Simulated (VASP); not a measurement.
Here is a VASP 6.6.1 calculation.

Contents of INCAR:

```
  PREC = Accurate
  ENCUT = 600
  EDIFF = 1E-6
  ISMEAR = -1
  SIGMA = 0.15
  LREAL = False
  LASPH = True
  NELM = 60
  ALGO = Normal
  ISIF = 3
  LWAVE = False
  LCHARG = False
  GGA = PE
  IBRION = 2
  NSW = 80
  EDIFFG = -0.001
  PSTRESS = 80.0
```

File KPOINTS:

```
Automatic mesh
0
Gamma
  12 12 12
```

File POSCAR:

```
InAs
1.0
    0.0000000000      3.0380341905      3.0380341905
    3.0380341905      0.0000000000      3.0380341905
    3.0380341905      3.0380341905      0.0000000000
In As
1 1
Direct
    0.0000000000      0.0000000000      0.0000000000
    0.7500000000      0.7500000000      0.7500000000
```

Potentials or basis: VASP PAW PBE potentials, release 64 (In_d, As).

Run with:

```bash
$ cat potpaw_PBE.64/In_d/POTCAR potpaw_PBE.64/As/POTCAR > POTCAR
$ mpirun -np 1 vasp_std > vasp.out
```

**Question.** Estimate the relaxed volume.

**Answer.** 26.21 Å³/atom.

**Question.** Predict the relaxed cell.

**Answer.** a = 4.201 Å, b = 4.201 Å, c = 4.201 Å, α = 60.00°, β = 60.00°, γ = 60.00°.

**Question.** Predict the space group after relaxing (to 0.05 Å).

**Answer.** F-43m (No. 216).

The path:
```
step  energy change (eV)  largest force (eV/Å)  pressure (GPa)  volume (Å³)
   1              0.0000                0.0000            3.08        56.08
   2              0.3263                0.0000           13.70        49.37
   3              0.1219                0.0000            7.95        52.44
   4              0.1254                0.0000            8.09        52.37
   5              0.1203                0.0000            7.91        52.48
   6              0.1233                0.0000            8.02        52.41
   7              0.1228                0.0000            7.98        52.43
   8              0.1231                0.0000            8.00        52.42
```

Caveat: the cell is relaxed towards a set pressure, so the enthalpy falls and the energy may rise.
